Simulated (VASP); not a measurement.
Wanted: the native input for a VASP 6.6.1 run.

* Task: single point
* Functional: PBE
* Potentials or basis: VASP PAW PBE potentials, release 64 (Hf_pv, Bi_d, O)
* Cutoff: 600 eV
* k mesh: 4 × 4 × 2
* Occupations: gaussian, width 0.1 eV
* Spin: no spin polarisation
* Dipole correction: no
* Further INCAR settings: ALGO = Normal; EDIFF = 1e-06; NBANDS = 48

The structure of Hf2Bi3O2 lies in POSCAR:

```
Hf2Bi3O2
1.0
    4.2046152975      0.0000000000      0.0000000000
    0.0000000000      4.2046152975      0.0000000000
    0.0000000000      0.0000000000      8.6193398713
Hf Bi O
2 3 2
Direct
    0.0000000000      0.0000000000      0.7213210066
    0.0000000000      0.0000000000      0.0817330324
    0.5000000000      0.5000000000      0.8210147535
    0.5000000000      0.0000000000      0.4369868385
    0.0000000000      0.5000000000      0.4369868385
    0.5000000000      0.0000000000      0.1280584902
    0.0000000000      0.5000000000      0.1280584902
```

The cell was built from a structure type or drawn by symmetry, and may not be a known phase.

One way to write it, as run:

INCAR

```
PREC = Accurate ; ENCUT = 600
EDIFF = 1E-6 ; ISMEAR = 0
SIGMA = 0.1 ; LREAL = False
LASPH = True ; NELM = 120
ALGO = Normal ; ISIF = 2
LWAVE = False ; LCHARG = False
GGA = PE ; NBANDS = 48
GGA_COMPAT = False
```

KPOINTS

```
regular mesh
0
Gamma
  4 4 2
```

Potentials or basis: VASP PAW PBE potentials, release 64 (Hf_pv, Bi_d, O).

Launch:

```console
$ cat potpaw_PBE.64/Hf_pv/POTCAR potpaw_PBE.64/Bi_d/POTCAR potpaw_PBE.64/O/POTCAR > POTCAR
$ mpirun -np 1 vasp_std > vasp.out
```

It gave:

The pressure is 0.1 GPa and the largest force is 1.385 eV/Å. The band gap on the k mesh is zero (an odd number of electrons rules out a gap without spin polarisation).

Caveat: the k points lie up to 0.37 Å⁻¹ apart, too coarse for converged energies and pressures of a metal; spin-orbit coupling is left out, which moves the levels of the heavy elements; an odd number of electrons without spin polarisation forces a metal; a magnetic or distorted state may lie lower.

Wall time 3.1 min on 1 thread of Intel Xeon 8259CL, with other jobs on the host, peak memory 0.34 GiB.
